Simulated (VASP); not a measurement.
# CuAu (P2_13) in VASP: a series of runs

The runs below take CuAu through relaxation of cell and atoms, single point, with PBE.

Program: VASP 6.6.1. These are calculated values, not measurements. Logs are shortened: lines on timing, memory, paths and dates and some standing lists are left out, and cuts for length are marked.

### Step 1. The cell of the first run

The structure is cubic, space group P2_13 (No. 198). The conventional cell has a = 4.869 Å, b = 4.869 Å, c = 4.869 Å, α = 90.00°, β = 90.00°, γ = 90.00°. Within 3.2 Å of Cu (site symmetry 3) lie 7 Au at 2.44 to 2.74 Å and 6 Cu at 2.98 Å. Au (site symmetry 3) has 7 Cu at 2.44 to 2.74 Å and 6 Au at 3.01 Å within 3.2 Å.

### Step 2. Relaxation of cell and atoms, PBE

Contents of INCAR:

```
SYSTEM = CuAu
PREC = Accurate
ENCUT = 600
EDIFF = 1E-6
ISMEAR = 0
SIGMA = 0.1
LREAL = .FALSE.
LASPH = .TRUE.
NELM = 80
ALGO = Normal
ISIF = 3
LWAVE = .FALSE.
LCHARG = .FALSE.
GGA = PE
IBRION = 2
NSW = 90
EDIFFG = -0.04
```

Contents of KPOINTS:

```
regular mesh
0
G
  4 4 4
  0 0 0
```

Contents of POSCAR:

```
CuAu
1.0
    4.8690730501      0.0000000000      0.0000000000
    0.0000000000      4.8690730501      0.0000000000
    0.0000000000      0.0000000000      4.8690730501
Cu Au
4 4
Direct
    0.1340000000      0.1340000000      0.1340000000
    0.3660000000      0.8660000000      0.6340000000
    0.6340000000      0.3660000000      0.8660000000
    0.8660000000      0.6340000000      0.3660000000
    0.8445000000      0.8445000000      0.8445000000
    0.6555000000      0.1555000000      0.3445000000
    0.3445000000      0.6555000000      0.1555000000
    0.1555000000      0.3445000000      0.6555000000
```

Potentials or basis: VASP PAW PBE potentials, release 64 (Cu, Au).

Launch:

```
> cat potpaw_PBE.64/Cu/POTCAR potpaw_PBE.64/Au/POTCAR > POTCAR
> mpirun -np 1 vasp_std > vasp.out
```

OUTCAR:

```text
SYSTEM = CuAu
   PREC = Accurate
   ENCUT = 600
   EDIFF = 1E-6
   ISMEAR = 0
   LREAL = .FALSE.
   LASPH = .TRUE.
   NELM = 80
   ISIF = 3
   GGA = PE
   IBRION = 2
   NSW = 90
   EDIFFG = -0.04

 ion  position               nearest neighbor table
   1  0.134  0.134  0.134-   5 2.44   6 2.55   7 2.55   8 2.55   7 2.74   8 2.74   6 2.74
   2  0.366  0.866  0.634-   6 2.44   5 2.55   7 2.55   8 2.55   7 2.74   8 2.74   5 2.74
   3  0.634  0.366  0.866-   7 2.44   6 2.55   5 2.55   8 2.55   8 2.74   6 2.74   5 2.74
   4  0.866  0.634  0.366-   8 2.44   6 2.55   7 2.55   5 2.55   6 2.74   5 2.74   7 2.74
   5  0.844  0.844  0.844-   1 2.44   2 2.55   3 2.55   4 2.55   3 2.74   4 2.74   2 2.74   6 3.01
                             7 3.01   8 3.01   6 3.01   8 3.01   7 3.01
   6  0.656  0.156  0.344-   2 2.44   1 2.55   3 2.55   4 2.55   3 2.74   4 2.74   1 2.74   8 3.01
                             5 3.01   5 3.01   7 3.01   7 3.01   8 3.01
   7  0.344  0.656  0.156-   3 2.44   2 2.55   1 2.55   4 2.55   4 2.74   2 2.74   1 2.74   8 3.01
                             5 3.01   8 3.01   6 3.01   6 3.01   5 3.01
   8  0.156  0.344  0.656-   4 2.44   2 2.55   3 2.55   1 2.55   2 2.74   1 2.74   3 2.74   7 3.01
                             5 3.01   7 3.01   5 3.01   6 3.01   6 3.01

  LATTYP: Found a simple cubic cell.
 ALAT       =     4.8690730501

  Lattice vectors:

 A1 = (   4.8690730501,   0.0000000000,   0.0000000000)
 A2 = (   0.0000000000,   4.8690730501,   0.0000000000)
 A3 = (   0.0000000000,   0.0000000000,   4.8690730501)

Analysis of symmetry for initial positions (statically):
=====================================================================
 Subroutine PRICEL returns:
 Original cell was already a primitive cell.

 Routine SETGRP: Setting up the symmetry group for a
 simple cubic supercell.

 Subroutine GETGRP returns: Found 12 space group operations
 (whereof  3 operations were pure point group operations)
 out of a pool of 48 trial point group operations.

The static configuration has the point symmetry C_3 .
 The point group associated with its full space group is T   .

Analysis of symmetry for dynamics (positions and initial velocities):
=====================================================================
 Subroutine PRICEL returns:
 Original cell was already a primitive cell.

 Routine SETGRP: Setting up the symmetry group for a
 simple cubic supercell.

 Subroutine GETGRP returns: Found 12 space group operations
 (whereof  3 operations were pure point group operations)
 out of a pool of 48 trial point group operations.

The dynamic configuration has the point symmetry C_3 .
 The point group associated with its full space group is T   .

 Subroutine INISYM returns: Found 12 space group operations
 (whereof  3 operations are pure point group operations),
 and found     1 'primitive' translations

----------------------------------------------------------------------------------------

                                     Primitive cell

  volume of cell :     115.4354

  direct lattice vectors                    reciprocal lattice vectors
     4.869073050  0.000000000  0.000000000     0.205377900  0.000000000  0.000000000
     0.000000000  4.869073050  0.000000000     0.000000000  0.205377900  0.000000000
     0.000000000  0.000000000  4.869073050     0.000000000  0.000000000  0.205377900

  length of vectors
     4.869073050  4.869073050  4.869073050     0.205377900  0.205377900  0.205377900

  position of ions in fractional coordinates (direct lattice)
     0.134000000  0.134000000  0.134000000
     0.366000000  0.866000000  0.634000000
     0.634000000  0.366000000  0.866000000
     0.866000000  0.634000000  0.366000000
     0.844500000  0.844500000  0.844500000
     0.655500000  0.155500000  0.344500000
     0.344500000  0.655500000  0.155500000
     0.155500000  0.344500000  0.655500000

  ion indices of the primitive-cell ions
   primitive index   ion index
                 1           1
                 2           2
                 3           3
                 4           4
                 5           5
                 6           6
                 7           7
                 8           8

----------------------------------------------------------------------------------------

 KPOINTS: regular mesh

Automatic generation of k-mesh.
 Grid dimensions read from file:
 generate k-points for:    4    4    4

 Generating k-lattice:

  Cartesian coordinates                     Fractional coordinates (reciprocal lattice)
     0.051344475  0.000000000  0.000000000     0.250000000  0.000000000  0.000000000
     0.000000000  0.051344475  0.000000000     0.000000000  0.250000000  0.000000000
     0.000000000  0.000000000  0.051344475     0.000000000  0.000000000  0.250000000

  Length of vectors
     0.051344475  0.051344475  0.051344475

  Shift w.r.t. Gamma in fractional coordinates (k-lattice)
     0.000000000  0.000000000  0.000000000

 Subroutine IBZKPT returns following result:
 ===========================================

 Found     11 irreducible k-points:

 Following reciprocal coordinates:
            Coordinates               Weight
  0.000000  0.000000  0.000000      1.000000
  0.250000  0.000000  0.000000      6.000000
  0.500000  0.000000  0.000000      3.000000
  0.250000  0.250000  0.000000     12.000000
  0.500000  0.250000  0.000000      6.000000
 -0.250000  0.500000  0.000000      6.000000
  0.500000  0.500000  0.000000      3.000000
  0.250000  0.250000  0.250000      8.000000
  0.500000  0.250000  0.250000     12.000000
  0.500000  0.500000  0.250000      6.000000
  0.500000  0.500000  0.500000      1.000000
   k-points           NKPTS =     11   k-points in BZ     NKDIM =     11   number of bands    NBANDS=     52
   number of dos      NEDOS =    301   number of ions     NIONS =      8
   total plane-waves  NPLWV =  64000
   dimension x,y,z NGX =    40 NGY =   40 NGZ =   40
   dimension x,y,z NGXF=    80 NGYF=   80 NGZF=   80
   ions per type =               4   4
   NGX,Y,Z   is equivalent  to a cutoff of  13.66, 13.66, 13.66 a.u.
   NGXF,Y,Z  is equivalent  to a cutoff of  27.31, 27.31, 27.31 a.u.
 SYSTEM =  CuAu
   PREC   = accura    normal or accurate (medium, high low for compatibility)
   ISTART =      0    job   : 0-new  1-cont  2-samecut
   ICHARG =      2    charge: 1-file 2-atom 10-const
   ISPIN  =      1    spin polarized calculation?
   LNONCOLLINEAR =      F non collinear calculations
   LSORBIT =      F    spin-orbit coupling
   LASPH  =      T    aspherical Exc in radial PAW
   ENCUT  =  600.0 eV  44.10 Ry    6.64 a.u.   9.72  9.72  9.72*2*pi/ulx,y,z
   NELM   =     80;   NELMIN=  2; NELMDL= -5     # of ELM steps
   EDIFF  = 0.1E-05   stopping-criterion for ELM
   LREAL  =      F    real-space projection
   EDIFFG = -.4E-01   stopping-criterion for IOM
   NSW    =     90    number of steps for IOM
   IBRION =      2    ionic relax: 0-MD 1-quasi-New 2-CG
   NFREE  =      1    steps in history (QN), initial steepest desc. (CG)
   ISIF   =      3    stress and relaxation
   ISYM   =      2    0-nonsym 1-usesym 2-fastsym
   POTIM  = 0.5000    time-step for ionic-motion
   TEBEG  =    0.0;   TEEND  =   0.0 temperature during run
   PSTRESS=    0.0 pullay stress
   NELECT =      88.0000    total number of electrons
   NUPDOWN=      -1.0000    fix difference up-down
   EMIN   =  10.00;   EMAX   =-10.00  energy-range for DOS
   EFERMI =   0.00;   METHOD = LEGACY
   ISMEAR =     0;   SIGMA  =   0.10  broadening in eV -4-tet -1-fermi 0-gaus
   EFERMI_NEDOS =   21; number of points for ismear=-14 and -15
   IALGO  =     38    algorithm
   IMIX   =      4    mixing-type and parameters
     AMIX     =   0.40;   BMIX     =  1.00
     AMIX_MAG =   1.60;   BMIX_MAG =  1.00
  volume/ion in A,a.u.               =      14.43        97.37
  Fermi-wavevector in a.u.,A,eV,Ry     =   1.495510  2.826105 30.430128  2.236551
  Thomas-Fermi vector in A             =   2.607646
   LORBIT       =      0    0 simple, 1 ext, 2 COOP (PROOUT), +10 PAW based schemes
   GGA     = PE    functional components
   LHFCALC =     F    Hartree Fock is set to
   AEXX    =    0.0000 exact exchange contribution
   IVDW    =     0    specifies the selected vdW correction
   LEPSILON=     F    determine dielectric tensor
   LRPA    =     F    only Hartree local field effects (RPA)
 conjugate gradient relaxation of ions
 non-spin polarized calculation
 Gauss-broadening in eV      SIGMA  =   0.10
  energy-cutoff  :      600.00
  volume of cell :      115.44
 maximum number of plane-waves:      3900
 NGX is ok and might be reduce to    40
   NGX = 19   NGY = 19   NGZ = 19

--------------------------------------- Ionic step        1  -------------------------------------------

 number of electron      88.0000010 magnetization

 Free energy of the ion-electron system (eV)
  ---------------------------------------------------
  ext. energy  EPLUGINS =         0.00000000
  ---------------------------------------------------
  free energy    TOTEN  =       -27.05087967 eV

  energy without entropy =      -27.03727765  energy(sigma->0) =      -27.04407866

------------------------ aborting loop because EDIFF is reached ----------------------------------------

  FORCE on cell =-STRESS in cart. coord.  units (eV):
  Direction    XX          YY          ZZ          XY          YZ          ZX
  --------------------------------------------------------------------------------------
  -------------------------------------------------------------------------------------
  Total        9.4816675      9.4816675      9.4816675     -0.0000000      0.0000000     -0.0000000
  in kB      131.6001647    131.6001647    131.6001647     -0.0000000      0.0000000     -0.0000000
  external PRESSURE =     131.6001647 kB  Pullay stress =       0.0000000 kB
[... 279 lines left out ...]
  energy  without entropy=      -27.8071774317  energy(sigma->0) =      -27.81236603

--------------------------------------- Ionic step        8  -------------------------------------------

 number of electron      87.9999962 magnetization

 Free energy of the ion-electron system (eV)
  ---------------------------------------------------
  ext. energy  EPLUGINS =         0.00000000
  ---------------------------------------------------
  free energy    TOTEN  =       -27.82378389 eV

  energy without entropy =      -27.81335792  energy(sigma->0) =      -27.81857090

 E-fermi :   7.7592     XC(G=0): -12.2928

 val. band max:        7.7128043382   @ k =   0.2500   0.0000   0.0000
 cond. band min:       7.7812248216   @ k =   0.0000   0.0000   0.0000
 fundamental gap:      0.0684204834
 Fermi energy:         7.7591543886

 k-point     1 :       0.0000    0.0000    0.0000
  band No.  band energies     occupation
      1      -1.3282      2.00000
      2       1.8971      2.00000
      3       1.8971      2.00000
      4       1.8971      2.00000
      5       2.4875      2.00000
      6       2.4875      2.00000
[... 629 lines left out ...]
  FREE ENERGIE OF THE ION-ELECTRON SYSTEM (eV)
  ---------------------------------------------------
  free  energy   TOTEN  =       -27.8237838906 eV

  energy  without entropy=      -27.8133579193  energy(sigma->0) =      -27.81857090

 reached required accuracy - stopping structural energy minimisation
```

It took 11 min on 1 thread of Intel Xeon 6975P-C, shared host; peak memory 0.29 GiB.

What came out:

```yaml
Free_energy: -27.8238 eV
Relaxed_volume: 15.44 Å³/atom
Relaxed_cell: a = 4.981 Å, b = 4.981 Å, c = 4.981 Å, α = 90.00°, β = 90.00°, γ = 90.00°
Space_group_after_relaxing_to_0.05_Å: P2_13 (No. 198)
Energy_gained_by_relaxing: 96.6 meV/atom
Ionic_steps: 8
Pressure_after_relaxing: 0.1 GPa
Largest_force_after_relaxing: 0.015 eV/Å
Band_gap_on_the_k_mesh: zero (band 44 reaches 8.30 eV, above the bottom of band 45 at 7.15 eV)
```

Forces in eV/Å, atoms in the order of the input:
```
Cu  -0.009 -0.009 -0.009
Cu   0.009  0.009 -0.009
Cu  -0.009  0.009  0.009
Cu   0.009 -0.009  0.009
Au   0.005  0.005  0.005
Au  -0.005 -0.005  0.005
Au   0.005 -0.005 -0.005
Au  -0.005  0.005 -0.005
```

Step by step:
```csv
step,energy change (eV),largest force (eV/Å),pressure (GPa),volume (Å³)
1,0.0000,1.5746,13.16,115.44
2,-0.2481,0.4068,-9.42,136.39
3,-0.5381,0.7817,-2.09,126.63
4,-0.5382,0.7940,-1.77,126.38
5,-0.6603,0.5770,-0.89,124.95
6,-0.7638,0.0606,1.54,122.04
7,-0.7667,0.0707,-1.20,124.79
8,-0.7729,0.0153,0.11,123.56
```

Final structure:
```
CELL_PARAMETERS angstrom
4.98070 0.00000 0.00000
0.00000 4.98070 0.00000
0.00000 0.00000 4.98070
ATOMIC_POSITIONS crystal
Cu 0.15441 0.15441 0.15441
Cu 0.34559 0.84559 0.65441
Cu 0.65441 0.34559 0.84559
Cu 0.84559 0.65441 0.34559
Au 0.84517 0.84517 0.84517
Au 0.65483 0.15483 0.34517
Au 0.34517 0.65483 0.15483
Au 0.15483 0.34517 0.65483
```

Caveat: spin-orbit coupling is left out, which moves the levels of the heavy elements.

### Step 3. Single point, PBE

This run uses another cell than the first one, of 15.41 Å³/atom, 1.068 times its volume.

Contents of INCAR:

```
SYSTEM = CuAu
ALGO = Fast ; EDIFF = 1E-6
ENCUT = 520 ; GGA = PE
ISIF = 2 ; ISMEAR = 0
LASPH = .True. ; LCHARG = .False.
LREAL = .False. ; LWAVE = .False.
NBANDS = 54 ; NELM = 100
PREC = Accurate ; SIGMA = 0.1
```

Contents of KPOINTS:

```
k-points
0
Gamma
  8 8 8
  0 0 0
```

Contents of POSCAR:

```
CuAu
1.0
    4.9771948207      0.0000000000      0.0000000000
    0.0000000000      4.9771948207      0.0000000000
    0.0000000000      0.0000000000      4.9771948207
Cu Au
4 4
Direct
    0.1537506702      0.1537506702      0.1537506702
    0.3462493298      0.8462493298      0.6537506702
    0.6537506702      0.3462493298      0.8462493298
    0.8462493298      0.6537506702      0.3462493298
    0.8457585478      0.8457585478      0.8457585478
    0.6542414522      0.1542414522      0.3457585478
    0.3457585478      0.6542414522      0.1542414522
    0.1542414522      0.3457585478      0.6542414522
```

Potentials or basis: VASP PAW PBE potentials, release 64 (Cu, Au).

Launch:

```
> cat potpaw_PBE.64/Cu/POTCAR potpaw_PBE.64/Au/POTCAR > POTCAR
> mpirun -np 1 vasp_std > vasp.out
```

Run time: 7.9 min. Hardware: 1 thread of Intel Xeon 6975P-C, shared host; peak memory 0.4 GiB.

Results (log left out):

```yaml
Free_energy: -27.7775 eV
Pressure: 0.1 GPa
Largest_force: 0.008 eV/Å
Band_gap_on_the_k_mesh: zero (band 44 reaches 8.37 eV, above the bottom of band 45 at 7.17 eV)
```

Forces in eV/Å, atoms in the order of the input:
```
Cu  -0.001 -0.001 -0.001
Cu   0.001  0.001 -0.001
Cu  -0.001  0.001  0.001
Cu   0.001 -0.001  0.001
Au   0.005  0.005  0.005
Au  -0.005 -0.005  0.005
Au   0.005 -0.005 -0.005
Au  -0.005  0.005 -0.005
```

Levels at points of the mesh, in eV from the Fermi level:
```
           k point  band 40  band 41  band 42  band 43  band 44  band 45  band 46  band 47  band 48  band 49
(0.00, 0.00, 0.00)    -1.67    -1.67    -0.03    -0.03    -0.03     1.06     1.06     1.06     6.13     6.13
(0.50, 0.00, 0.00)    -1.61    -1.51    -1.51     0.10     0.10     1.67     1.67     2.14     2.14     3.65
(0.50, 0.50, 0.00)    -1.58    -1.48    -1.48    -1.47    -1.47     2.24     2.24     2.68     2.68     4.22
(0.50, 0.50, 0.50)    -1.70    -1.06    -1.06    -1.06    -1.06    -0.67    -0.67    -0.67    -0.67     9.68
```

Caveat: spin-orbit coupling is left out, which moves the levels of the heavy elements.
